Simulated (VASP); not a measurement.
Here is a VASP 6.6.1 calculation.

POSCAR

```
KF
1.0
    1.0453715157      3.2854533351      3.2854533351
    3.2854533351      1.0453715157      3.2854533351
    3.2854533351      3.2854533351      1.0453715157
K F
1 1
Direct
    0.0000000000      0.0000000000      0.0000000000
    0.5000000000      0.5000000000      0.5000000000
```

INCAR.step1

```
  PREC = Accurate
  ENCUT = 520
  ISMEAR = 0
  SIGMA = 0.05
  LREAL = F
  LASPH = T
  NELM = 100
  NBANDS = 15
  GGA = PE
  ALGO = Normal
  EDIFF = 1E-4
  LWAVE = T
  LCHARG = F
```

INCAR.step2

```
  PREC = Accurate
  ENCUT = 520
  EDIFF = 1E-6
  ISMEAR = 0
  SIGMA = 0.05
  LREAL = F
  LASPH = T
  NELM = 100
  ALGO = Normal
  ISIF = 2
  LWAVE = F
  LCHARG = T
  METAGGA = R2SCAN
  LMIXTAU = T
  LELF = T
  LVHAR = T
  NBANDS = 15
  ISTART = 1
```

Contents of KPOINTS:

```
Automatic mesh
0
Gamma
  8 8 8
```

Potentials or basis: VASP PAW PBE potentials, release 64 (K_sv, F).

Launch:

```console
$ cat potpaw_PBE.64/K_sv/POTCAR potpaw_PBE.64/F/POTCAR > POTCAR
$ cp INCAR.step1 INCAR
$ mpirun -np 1 vasp_std > vasp.out
$ cp INCAR.step2 INCAR
$ mpirun -np 1 vasp_std > vasp.out
```

(1) Estimate the band gap on the k mesh.

(2) Predict the pressure.

## Answers

(1) 4.31 eV, direct.

(2) -3.6 GPa.

Caveat: the PAW data sets were made with another functional, which shifts forces and pressure a little.
